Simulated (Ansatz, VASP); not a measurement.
Two plane-wave programs on HfC

```
Hf C
1.0
     0.00000    2.28631    2.28631
     2.28631    0.00000    2.28631
     2.28631    2.28631    0.00000
Hf C
1 1
Direct
  0.00000 0.00000 0.00000
  0.50000 0.50000 0.50000
```

Alike in both runs: functional LDA; k mesh 17 × 17 × 17; occupations fermi-dirac, width 0.08 eV; no spin polarisation.

Ansatz relaxed the structure, and its values are those at the end. VASP's run is a single point on that final structure, the one shown.

```csv
,VASP,Ansatz
version,VASP 6.6.1,Ansatz 0.2.0
potentials or method,"VASP PAW LDA potentials, release 64 (Hf_pv, C)","PAW with Ansatz's default frozen-core files, scalar-relativistic"
plane-wave cutoff (eV),520,420
valence electrons in the cell,14,30
```

Ansatz gave:

| Quantity | Value |
| --- | --- |
| pressure (GPa) | 0.0 |

Q: What did VASP give for the same quantities?

A: Pressure (GPa): 0.7.

LDA's correlation is that of Perdew and Zunger in VASP and of Perdew and Wang (1992) in Ansatz. VASP's potentials hold 14 valence electrons a cell and Ansatz's 30, so a difference there can come from the potentials and not from the codes.

Neither program's run includes spin-orbit coupling.
